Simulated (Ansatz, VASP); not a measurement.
**Two plane-wave programs on Zr2Si3**

The input INCAR:

```
PREC     = Accurate       # precision mode
ENCUT    = 520            # plane-wave cutoff, eV
EDIFF    = 1E-6           # SCF threshold, eV
ISMEAR   = 0              # smearing method
SIGMA    = 0.1            # smearing width, eV
LREAL    = False          # projectors in reciprocal space
LASPH    = True           # aspherical terms in the spheres
NELM     = 80             # most SCF steps
ALGO     = Normal         # electronic algorithm
ISIF     = 2              # what is computed and relaxed
LWAVE    = False          # write WAVECAR
LCHARG   = False          # write CHGCAR
GGA      = PE             # functional
NBANDS   = 26             # bands
```

Contents of KPOINTS:

```
Automatic mesh
0
Gamma
  12 12 8
```

The input POSCAR:

```
Zr2Si3
1.0
    4.5017779876      0.0000000000      0.0000000000
   -2.2508889938      3.8986540995      0.0000000000
    0.0000000000      0.0000000000      5.2402834439
Zr Si
2 3
Direct
    0.6666666667      0.3333333333      0.5000000000
    0.3333333333      0.6666666667      0.0000000000
    0.0000000000      0.0000000000      0.7522895313
    0.0000000000      0.0000000000      0.2477104687
    0.6666666667      0.3333333333      0.0000000000
```

Input for Ansatz:

```yaml
crystal:
  lattice:
    - [4.5017779876, 0.0, 0.0]
    - [-2.2508889938, 3.8986540995, 0.0]
    - [0.0, 0.0, 5.2402834439]
  atoms:
    - { symbol: Zr, position: [0.6666666667, 0.3333333333, 0.5] }
    - { symbol: Zr, position: [0.3333333333, 0.6666666667, 0.0] }
    - { symbol: Si, position: [0.0, 0.0, 0.7522895313] }
    - { symbol: Si, position: [0.0, 0.0, 0.2477104687] }
    - { symbol: Si, position: [0.6666666667, 0.3333333333, 0.0] }
basis:
  ecutwfc: 420
kpoints:
  mp_grid: { grid: [12, 12, 8] }
  band_path:
    path:
      - [[0.0, 0.0, 0.0], [0.5, 0.0, 0.0], [0.33333333, 0.33333333, 0.0], [0.0, 0.0, 0.0], [0.0, 0.0, 0.5], [0.5, 0.0, 0.5], [0.33333333, 0.33333333, 0.5], [0.0, 0.0, 0.5]]
      - [[0.5, 0.0, 0.5], [0.5, 0.0, 0.0]]
      - [[0.33333333, 0.33333333, 0.5], [0.33333333, 0.33333333, 0.0]]
    npoints: 14
hamiltonian:
  xc: pbe
scf:
  occupations: { method: gaussian, width: 0.1 }
  n_extra_bands: 12
output:
  forces: true
  stress: true
  eigenvalues: true
  populations: true
  dos: { projected: true, de: 0.02, nscf_kmesh: { grid: [15, 15, 10] } }
  bader: true
```

Alike in both runs: task single point; functional PBE; k mesh 12 × 12 × 8; occupations gaussian, width 0.1 eV; no spin polarisation.

|  | VASP | Ansatz |
| --- | --- | --- |
| version | VASP 6.6.1 | Ansatz 0.2.0 |
| potentials or method | VASP PAW PBE potentials, release 64 (Zr_sv, Si), cutoff 520 eV | scalar-relativistic, plane waves, PAW |
| valence electrons in the cell | 36 | 36 |

```tsv
	VASP	Ansatz	Ansatz less VASP
gap on the k mesh at the Fermi level (eV)	none	none	-
pressure (GPa)	0.0	0.0	-0.03
```

A gap of «none» marks a metal or a gap that the smearing closes. With one functional, cell and mesh, what is left measures potentials, basis and numerics.
